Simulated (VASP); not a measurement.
# KCrF3 (Pm-3m) in VASP: a series of runs

The runs below take KCrF3 through single point, with LDA.

Program: VASP 6.6.1. These are calculated values, not measurements. Logs are shortened: lines on timing, memory, paths and dates and some standing lists are left out, and cuts for length are marked.

## (1) The cell of the first run

It takes space group Pm-3m (No. 221, cubic). Conventional cell: a = 4.220 Å, b = 4.220 Å, c = 4.220 Å, α = 90.00°, β = 90.00°, γ = 90.00°. K (site symmetry m-3m) has 12 F at 2.98 Å and 8 Cr at 3.65 Å within 3.9 Å. Within 2.8 Å of Cr (site symmetry m-3m) lie 6 F at 2.11 Å. Within 2.8 Å of F (site symmetry 4/mmm) lie 2 Cr at 2.11 Å.

## (2) Single point, LDA, collinear spin, ferromagnetic start

File INCAR:

```
PREC = Accurate ; ENCUT = 520
EDIFF = 1E-6 ; ISMEAR = -1
SIGMA = 0.05 ; LREAL = F
LASPH = T ; NELM = 150
ALGO = Normal ; ISIF = 2
LWAVE = F ; LCHARG = F
ISPIN = 2 ; MAGMOM = 0 3 0 0 0
LORBIT = 11 ; LMAXMIX = 4
NBANDS = 33
```

File KPOINTS:

```
regular mesh
0
Gamma
  5 5 5
```

File POSCAR:

```
KCrF3
1.0
    4.2196360000      0.0000000000      0.0000000000
    0.0000000000      4.2196360000      0.0000000000
    0.0000000000      0.0000000000      4.2196360000
K Cr F
1 1 3
Direct
    0.5000000000      0.5000000000      0.5000000000
    0.0000000000      0.0000000000      0.0000000000
    0.5000000000      0.0000000000      0.0000000000
    0.0000000000      0.0000000000      0.5000000000
    0.0000000000      0.5000000000      0.0000000000
```

Potentials or basis: VASP PAW LDA potentials, release 64 (K_sv, Cr_pv, F).

The run is started by

```console
$ cat potpaw_LDA.64/K_sv/POTCAR potpaw_LDA.64/Cr_pv/POTCAR potpaw_LDA.64/F/POTCAR > POTCAR
$ mpirun -np 1 vasp_std > vasp.out
```

OUTCAR:

```text
PREC = Accurate
   ENCUT = 520
   EDIFF = 1E-6
   ISMEAR = -1
   LREAL = F
   LASPH = T
   NELM = 150
   ISIF = 2
   ISPIN = 2
   LORBIT = 11

 ion  position               nearest neighbor table
   1  0.500  0.500  0.500-
   2  0.000  0.000  0.000-   3 2.11   4 2.11   5 2.11   4 2.11   5 2.11   3 2.11
   3  0.500  0.000  0.000-   2 2.11   2 2.11
   4  0.000  0.000  0.500-   2 2.11   2 2.11
   5  0.000  0.500  0.000-   2 2.11   2 2.11

  LATTYP: Found a simple cubic cell.
 ALAT       =     4.2196360000

  Lattice vectors:

 A1 = (   4.2196360000,   0.0000000000,   0.0000000000)
 A2 = (   0.0000000000,   4.2196360000,   0.0000000000)
 A3 = (   0.0000000000,   0.0000000000,   4.2196360000)

Analysis of symmetry for initial positions (statically):
=====================================================================
 Subroutine PRICEL returns:
 Original cell was already a primitive cell.

 Routine SETGRP: Setting up the symmetry group for a
 simple cubic supercell.

 Subroutine GETGRP returns: Found 48 space group operations
 (whereof 48 operations were pure point group operations)
 out of a pool of 48 trial point group operations.

The static configuration has the point symmetry O_h .

Analysis of symmetry for dynamics (positions and initial velocities):
=====================================================================
 Subroutine PRICEL returns:
 Original cell was already a primitive cell.

 Routine SETGRP: Setting up the symmetry group for a
 simple cubic supercell.

 Subroutine GETGRP returns: Found 48 space group operations
 (whereof 48 operations were pure point group operations)
 out of a pool of 48 trial point group operations.

The dynamic configuration has the point symmetry O_h .

Analysis of structural, dynamic, and magnetic symmetry:
=====================================================================
 Subroutine PRICEL returns:
 Original cell was already a primitive cell.

 Routine SETGRP: Setting up the symmetry group for a
 simple cubic supercell.

 Subroutine GETGRP returns: Found 48 space group operations
 (whereof 48 operations were pure point group operations)
 out of a pool of 48 trial point group operations.

The overall configuration has the point symmetry O_h .

 Subroutine INISYM returns: Found 48 space group operations
 (whereof 48 operations are pure point group operations),
 and found     1 'primitive' translations

[... 111 lines left out ...]
   LHFCALC =     F    Hartree Fock is set to
   AEXX    =    0.0000 exact exchange contribution
   IVDW    =     0    specifies the selected vdW correction
   LEPSILON=     F    determine dielectric tensor
   LRPA    =     F    only Hartree local field effects (RPA)
 spin polarized calculation
  energy-cutoff  :      520.00
  volume of cell :       75.13
 maximum number of plane-waves:      2043
 NGX is ok and might be reduce to    32
   NGX = 15   NGY = 15   NGZ = 15

 number of electron      41.9999977 magnetization       4.0000118

 Free energy of the ion-electron system (eV)
  ---------------------------------------------------
  ext. energy  EPLUGINS =         0.00000000
  ---------------------------------------------------
  free energy    TOTEN  =       -30.57954587 eV

  energy without entropy =      -30.57021509  energy(sigma->0) =      -30.57488048

 E-fermi :   3.3126     XC(G=0): -10.0495

 val. band max:        3.2906483327   @ k =   0.4000   0.0000   0.0000
 cond. band min:       3.4015253090   @ k =   0.4000   0.4000   0.2000
 fundamental gap:      0.1108769763
 Fermi energy:         3.3125544187

 spin component 1

 k-point     1 :       0.0000    0.0000    0.0000
  band No.  band energies     occupation
      1     -40.8801      1.00000
      2     -40.8801      1.00000
      3     -40.8801      1.00000
      4     -27.5477      1.00000
      5     -21.5364      1.00000
      6     -21.1307      1.00000
[... 349 lines left out ...]
     32      11.3534      0.00000
     33      11.5979      0.00000
 Fermi energy:         3.3125544187

 spin component 2

 k-point     1 :       0.0000    0.0000    0.0000
  band No.  band energies     occupation
      1     -37.4148      1.00000
      2     -37.4148      1.00000
      3     -37.4148      1.00000
      4     -27.5457      1.00000
      5     -21.4481      1.00000
      6     -21.0537      1.00000
[... 349 lines left out ...]
     32      12.0783      0.00000
     33      12.3135      0.00000

------------------------ aborting loop because EDIFF is reached ----------------------------------------

  FORCE on cell =-STRESS in cart. coord.  units (eV):
  Direction    XX          YY          ZZ          XY          YZ          ZX
  --------------------------------------------------------------------------------------
  -------------------------------------------------------------------------------------
  Total       -4.0323453     -4.0323453     -4.0323453      0.0000000     -0.0000000      0.0000000
  in kB      -85.9890855    -85.9890855    -85.9890855      0.0000000     -0.0000000      0.0000000
  external PRESSURE =     -85.9890855 kB  Pullay stress =       0.0000000 kB

 VOLUME and BASIS-vectors are now :
 -----------------------------------------------------------------------------
  energy-cutoff  :      520.00
  volume of cell :       75.13
      direct lattice vectors                 reciprocal lattice vectors
     4.219636000  0.000000000  0.000000000     0.236987266  0.000000000  0.000000000
     0.000000000  4.219636000  0.000000000     0.000000000  0.236987266  0.000000000
     0.000000000  0.000000000  4.219636000     0.000000000  0.000000000  0.236987266

 POSITION                                       TOTAL-FORCE (eV/Angst)
 -----------------------------------------------------------------------------------
      2.10982      2.10982      2.10982         0.000000      0.000000      0.000000
      0.00000      0.00000      0.00000         0.000000      0.000000      0.000000
      2.10982      0.00000      0.00000         0.000000      0.000000      0.000000
      0.00000      0.00000      2.10982         0.000000      0.000000      0.000000
      0.00000      2.10982      0.00000         0.000000      0.000000      0.000000
 -----------------------------------------------------------------------------------
    total drift:                                0.000000      0.000000     -0.000000

  FREE ENERGIE OF THE ION-ELECTRON SYSTEM (eV)
  ---------------------------------------------------
  free  energy   TOTEN  =       -30.5795458686 eV

  energy  without entropy=      -30.5702150916  energy(sigma->0) =      -30.57488048

 total charge

# of ion       s       p       d       tot
------------------------------------------
    1        1.949   5.557   0.019   7.525
    2        0.165   6.155   4.129  10.449
    3        1.724   4.324   0.000   6.048
    4        1.724   4.324   0.000   6.048
    5        1.724   4.324   0.000   6.048
--------------------------------------------------
tot          7.287  24.684   4.148  36.118

 magnetization (x)

# of ion       s       p       d       tot
------------------------------------------
    1       -0.000   0.000   0.001   0.001
    2        0.020   0.015   3.638   3.674
    3        0.005   0.017   0.000   0.022
    4        0.005   0.017   0.000   0.022
    5        0.005   0.017   0.000   0.022
--------------------------------------------------
tot          0.034   0.067   3.640   3.741
```

Run time: 80 s. Hardware: 1 thread of AMD EPYC 7R13, shared host; peak memory 0.15 GiB.

Results:

```yaml
Free_energy: -30.5795 eV
Pressure: -8.6 GPa
Band_gap_on_the_k_mesh: zero (filled and empty bands overlap)
Net_moment: 4.00 μB per cell
Site_moments: K +0.00; Cr +3.67; F +0.02 μB
Valence_electrons_inside_the_program's_atomic_spheres: K 7.53; Cr 10.45; F 6.05
```

Levels at points of the mesh, in eV from the Fermi level:
Spin up:
| k point | band 19 | band 20 | band 21 | band 22 | band 23 | band 24 | band 25 | band 26 | band 27 | band 28 |
| --- | --- | --- | --- | --- | --- | --- | --- | --- | --- | --- |
| (0.00, 0.00, 0.00) | -5.88 | -1.72 | -1.72 | -1.72 | -0.81 | -0.81 | 0.58 | 3.74 | 4.25 | 4.25 |
Spin down:
| k point | band 17 | band 18 | band 19 | band 20 | band 21 | band 22 |
| --- | --- | --- | --- | --- | --- | --- |
| (0.00, 0.00, 0.00) | -5.80 | -5.80 | -5.80 | 0.94 | 1.26 | 1.26 |

Caveat: a cell with one magnetic atom can't hold antiferromagnetic order, which such compounds often take; semilocal functionals often make such compounds metallic where correlation or magnetic order opens a gap, which also shifts bond lengths. With open d or f shells a metallic result of LDA can be an artefact of self-interaction; +U or a hybrid may open a gap.

## (3) Single point, LDA, collinear spin, ferromagnetic start

File INCAR:

```
PREC     = Accurate       # precision mode
ENCUT    = 520            # plane-wave cutoff, eV
EDIFF    = 1E-7           # SCF threshold, eV
ISMEAR   = -1             # smearing method
SIGMA    = 0.05           # smearing width, eV
LREAL    = F              # projectors in reciprocal space
LASPH    = T              # aspherical terms in the spheres
NELM     = 150            # most SCF steps
ALGO     = Normal         # electronic algorithm
ISIF     = 2              # what is computed and relaxed
LWAVE    = F              # write WAVECAR
LCHARG   = F              # write CHGCAR
ISPIN    = 2              # spin polarisation
MAGMOM   = 0 3 0 0 0      # initial moments
LORBIT   = 11             # projections on sites
LMAXMIX  = 4              # l up to which the mixer works
GGA      = CA             # functional
NBANDS   = 33             # bands
```

KPOINTS is that of step 2.

POSCAR is that of step 2.

Potentials or basis: VASP PAW LDA potentials, release 64 (K_sv, Cr_pv, F).

The run is started by

```console
$ cat potpaw_LDA.64/K_sv/POTCAR potpaw_LDA.64/Cr_pv/POTCAR potpaw_LDA.64/F/POTCAR > POTCAR
$ mpirun -np 1 vasp_std > vasp.out
```

It took 81 s on 1 thread of AMD EPYC 7R13, shared host; peak memory 0.15 GiB.

Results (log left out):

- Free energy: -30.5795 eV
- Pressure: -8.6 GPa
- Band gap on the k mesh: zero (filled and empty bands overlap)
- Net moment: 4.00 μB per cell
- Site moments: K +0.00; Cr +3.67; F +0.02 μB
- Valence electrons inside the program's atomic spheres: K 7.53; Cr 10.45; F 6.05

Levels at points of the mesh, in eV from the Fermi level:
Spin up:
| k point | band 19 | band 20 | band 21 | band 22 | band 23 | band 24 | band 25 | band 26 | band 27 | band 28 |
| --- | --- | --- | --- | --- | --- | --- | --- | --- | --- | --- |
| (0.00, 0.00, 0.00) | -5.88 | -1.72 | -1.72 | -1.72 | -0.81 | -0.81 | 0.58 | 3.74 | 4.25 | 4.25 |
Spin down:
```tsv
k point	band 15	band 16	band 17	band 18	band 19	band 20	band 21	band 22	band 23	band 24
(0.00, 0.00, 0.00)	-5.94	-5.94	-5.80	-5.80	-5.80	0.94	1.26	1.26	1.26	1.97
```

Caveat: a cell with one magnetic atom can't hold antiferromagnetic order, which such compounds often take; semilocal functionals often make such compounds metallic where correlation or magnetic order opens a gap, which also shifts bond lengths. With open d or f shells a metallic result of LDA can be an artefact of self-interaction; +U or a hybrid may open a gap.
